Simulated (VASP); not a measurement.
Zn, 1 atom in the cell. The structure is cubic, space group Pm-3m (No. 221). The conventional cell has a = 2.581 Å, b = 2.581 Å, c = 2.581 Å, α = 90.00°, β = 90.00°, γ = 90.00°. Zn (site symmetry m-3m) has 6 Zn at 2.58 Å within 3.4 Å. This isn't the form of Zn at room conditions, which is hcp.

```yaml
Program: VASP 6.6.1
Task: single point
Functional: r2SCAN
Potentials_or_basis: VASP PAW PBE potentials, release 64 (Zn)
Cutoff: 550 eV
k_mesh: 14 × 14 × 14
Occupations: fermi-dirac, width 0.1 eV
Spin: no spin polarisation
Dipole_correction: no
Further_INCAR_settings: ALGO = Normal; EDIFF = 1e-06; NBANDS = 12
```

Potentials or basis: VASP PAW PBE potentials, release 64 (Zn).

The run is started by

```console
$ cat potpaw_PBE.64/Zn/POTCAR > POTCAR
$ cp INCAR.step1 INCAR
$ mpirun -np 1 vasp_std > vasp.out
$ cp INCAR.step2 INCAR
$ mpirun -np 1 vasp_std > vasp.out
```

Hardware: 1 thread of Intel(R) Xeon(R) 6975P-C (Granite Rapids) (shared host).

Problem. Estimate the wall time of this run.

Solution. Wall time 28 s on 1 thread of Intel(R) Xeon(R) 6975P-C (Granite Rapids) (shared host), peak memory 0.14 GiB. Counts: k points 120.
